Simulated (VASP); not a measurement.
A run of VASP 6.6.1:

File INCAR:

```
SYSTEM = As
ALGO     = Normal         ! electronic algorithm
EDIFF    = 1E-6           ! SCF threshold, eV
ENCUT    = 500            ! plane-wave cutoff, eV
GGA      = CA             ! functional
GGA_COMPAT= .FALSE.      
ISIF     = 2              ! what is computed and relaxed
ISMEAR   = 1              ! smearing method
LASPH    = .TRUE.         ! aspherical terms in the spheres
LCHARG   = .FALSE.        ! write CHGCAR
LREAL    = .FALSE.        ! projectors in reciprocal space
LWAVE    = .FALSE.        ! write WAVECAR
NBANDS   = 8              ! bands
NELM     = 120            ! most SCF steps
PREC     = Accurate       ! precision mode
SIGMA    = 0.1            ! smearing width, eV
```

Contents of KPOINTS:

```
k-points
0
G
  13 13 13
  0 0 0
```

POSCAR

```
As
1.0
    2.7442372300      0.0000000000      0.0000000000
    0.0000000000      2.7442372300      0.0000000000
    0.0000000000      0.0000000000      2.6243606979
As
1
Direct
    0.5000000000      0.5000000000      0.5000000000
```

Potentials or basis: VASP PAW LDA potentials, release 64 (As).

Launch:

```sh
$ cat potpaw_LDA.64/As/POTCAR > POTCAR
$ mpirun -np 1 vasp_std > vasp.out
```

Hardware: 1 thread of Intel(R) Xeon(R) Platinum 8259CL CPU @ 2.50GHz (Skylake/Cascade Lake), with other jobs on the host.

Question: Estimate the wall time of this run.

Answer: Wall time 16 s on 1 thread of Intel(R) Xeon(R) Platinum 8259CL CPU @ 2.50GHz (Skylake/Cascade Lake) (shared host), peak memory 0.13 GiB. Counts: scf iterations 9, k points 196.
